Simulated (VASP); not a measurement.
A run of VASP 6.6.1 is set up as follows.

File INCAR:

```
PREC = Accurate
ENCUT = 520
EDIFF = 1E-8
ISMEAR = -1
SIGMA = 0.15
LREAL = False
LASPH = True
NELM = 100
ALGO = Normal
ISIF = 2
LWAVE = False
LCHARG = False
GGA = PS
IBRION = 8
NSW = 1
```

Contents of KPOINTS:

```
regular mesh
0
Gamma
  6 6 6
```

Contents of POSCAR:

```
HfSi7
1.0
    5.5943924303      0.0000000000      0.0000000000
    0.0000000000      5.5943924303      0.0000000000
    0.0000000000      0.0000000000      5.5943924303
Hf Si
1 7
Direct
    0.0000000000      0.0000000000      0.0000000000
    0.2650098829      0.2650098829      0.2650098829
    0.0000000000      0.5000000000      0.5000000000
    0.5000000000      0.5000000000      0.0000000000
    0.5000000000      0.0000000000      0.5000000000
    0.7349901171      0.2650098829      0.7349901171
    0.7349901171      0.7349901171      0.2650098829
    0.2650098829      0.7349901171      0.7349901171
```

Potentials or basis: VASP PAW PBE potentials, release 64 (Hf_pv, Si).

Command:

```sh
$ cat potpaw_PBE.64/Hf_pv/POTCAR potpaw_PBE.64/Si/POTCAR > POTCAR
$ mpirun -np 1 vasp_std > vasp.out
```

Q: What does it give for the highest phonon frequency at Γ?

A: 442 cm⁻¹.

Phonon frequencies in cm⁻¹ (negative: imaginary):
| q point | frequencies |
| --- | --- |
| (0.000, 0.000, 0.000) | 0 0 0 53 53 53 81 81 81 301 301 301 338 338 386 386 386 390 400 400 400 442 442 442 |
